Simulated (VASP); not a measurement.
**ZnS (zincblende type): single point with PBE**

Crystal: ZnS (zincblende type).

```
Zn S
1.0
     0.00000    2.43948    2.43948
     2.43948    0.00000    2.43948
     2.43948    2.43948    0.00000
Zn S
1 1
Direct
  0.00000 0.00000 0.00000
  0.25000 0.25000 0.25000
```

```
Program             : VASP 6.6.1
Task                : single point
Functional          : PBE
Potentials or basis : VASP PAW PBE potentials, release 64 (Zn, S)
Cutoff              : 520 eV
k mesh              : 14 × 14 × 14
Occupations         : fermi-dirac, width 0.08 eV
Spin                : no spin polarisation
```

```yaml
Pressure: 47.7 GPa
Band_gap_on_the_k_mesh: 2.54 eV (least direct gap 3.56 eV)
```

Levels at points of the mesh, in eV from the valence-band top:
```csv
k point,band 5,band 6,band 7,band 8,band 9,band 10,band 11,band 12,band 13,band 14
"(0.00, 0.00, 0.00)",-7.22,-7.22,0.00,0.00,0.00,3.56,5.94,5.94,5.94,12.01
"(0.50, 0.00, 0.00)",-7.15,-7.15,-6.81,-1.41,-1.41,3.80,6.52,6.52,9.73,13.98
"(0.50, 0.50, 0.00)",-7.05,-6.90,-5.95,-3.57,-3.57,2.54,3.66,13.60,14.00,14.00
```

It took 60 s on 1 thread of Intel(R) Xeon(R) Platinum 8259CL CPU @ 2.50GHz (Skylake/Cascade Lake), on a shared host, peak memory 0.18 GiB.

Caveat: the cell stands under pressure. A k mesh can miss the band edges.
